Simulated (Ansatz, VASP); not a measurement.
Two plane-wave programs on Ru

Contents of INCAR:

```
SYSTEM = Ru
PREC     = Accurate       ! precision mode
ENCUT    = 600            ! plane-wave cutoff, eV
EDIFF    = 1E-6           ! SCF threshold, eV
ISMEAR   = 0              ! smearing method
SIGMA    = 0.1            ! smearing width, eV
LREAL    = .False.        ! projectors in reciprocal space
LASPH    = .True.         ! aspherical terms in the spheres
NELM     = 60             ! most SCF steps
ALGO     = Fast           ! electronic algorithm
ISIF     = 3              ! what is computed and relaxed
LWAVE    = .False.        ! write WAVECAR
LCHARG   = .False.        ! write CHGCAR
GGA      = PS             ! functional
IBRION   = 2              ! ionic algorithm
NSW      = 80             ! ionic steps
EDIFFG   = -0.01          ! ionic threshold
```

File KPOINTS:

```
Automatic mesh
0
Gamma
  18 18 10
  0 0 0
```

File POSCAR:

```
Ru
1.0
    2.6877139591      0.0000000000      0.0000000000
   -1.3438569796      2.3276285667      0.0000000000
    0.0000000000      0.0000000000      4.2547104453
Ru
2
Direct
    0.3333333333      0.6666666667      0.2500000000
    0.6666666667      0.3333333333      0.7500000000
```

Input for Ansatz:

```yaml
crystal:
  lattice:
    - [2.6877139591, 0.0, 0.0]
    - [-1.3438569796, 2.3276285667, 0.0]
    - [0.0, 0.0, 4.2547104453]
  atoms:
    - { symbol: Ru, position: [0.3333333333, 0.6666666667, 0.25] }
    - { symbol: Ru, position: [0.6666666667, 0.3333333333, 0.75] }
basis:
  ecutwfc: 420
kpoints:
  mp_grid: { grid: [18, 18, 10] }
hamiltonian:
  xc: pbesol
scf:
  occupations: { method: gaussian, width: 0.1 }
output:
  forces: true
  stress: true
  eigenvalues: true
  write_density: true
  write_potential: true
  elf: true
  volumetric_format: npy
relax:
  adjacent_minimum: "off"
  f_tol: 0.01
  max_steps: 60
  cell: { stress_tol: 0.1 }
```

Alike in both runs: task relaxation of cell and atoms; functional PBEsol; k mesh 18 × 18 × 10; occupations gaussian, width 0.1 eV; no spin polarisation.

|  | VASP | Ansatz |
| --- | --- | --- |
| version | VASP 6.6.1 | Ansatz 0.2.0 |
| potentials or method | VASP PAW PBE potentials, release 64 (Ru_pv), cutoff 600 eV | scalar-relativistic, plane waves, PAW |
| valence electrons in the cell | 28 | 32 |

|  | VASP | Ansatz | Ansatz less VASP |
| --- | --- | --- | --- |
| gap on the k mesh at the Fermi level, each at its own relaxed structure (eV) | none | none | - |
| relaxed volume (Å³/atom) | 13.32 | 13.32 | +0.001 |
| relaxed cell length with the largest relative difference (Å) | 4.253 | 4.252 | -0.0005 |

VASP's potentials were made for PBE, not for PBEsol. A gap of «none» marks a metal or a gap that the smearing closes. VASP's potentials hold 28 valence electrons a cell and Ansatz's 32, so a difference there can come from the potentials and not from the codes.
